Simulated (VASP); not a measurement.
Here is a VASP 6.6.1 calculation.

INCAR

```
ALGO = Normal
EDIFF = 1E-6
ENCUT = 520
GGA = PE
ISIF = 2
ISMEAR = -1
LASPH = True
LCHARG = True
LELF = True
LREAL = False
LVHAR = True
LWAVE = False
NBANDS = 16
NELM = 80
PREC = Accurate
SIGMA = 0.02
```

File KPOINTS:

```
k-points
0
Gamma
  10 10 10
```

POSCAR

```
GaN
1.0
    0.0000000000      2.1085152379      2.1951752142
    2.1085152379      0.0000000000      2.1951752142
    2.1085152379      2.1085152379      0.0000000000
Ga N
1 1
Direct
    0.0000000000      0.0000000000      0.0000000000
    0.5000000000      0.5000000000      0.5000000000
```

Potentials or basis: VASP PAW PBE potentials, release 64 (Ga_d, N).

The run is started by

```console
$ cat potpaw_PBE.64/Ga_d/POTCAR potpaw_PBE.64/N/POTCAR > POTCAR
$ mpirun -np 1 vasp_std > vasp.out
```

(1) What does it give for the pressure?

(2) Estimate the band gap on the k mesh.

## Answers

(1) 0.4 GPa.

(2) 0.23 eV (least direct gap 2.13 eV).

Caveat: the cell differs from its parent crystal (uniaxial z strain +4.1%); the stress differs along the axes, from -4 to 2 GPa; the structure was generated, so it needn't be the stable form of GaN; semilocal functionals underestimate gaps, and a narrow one can read as zero.
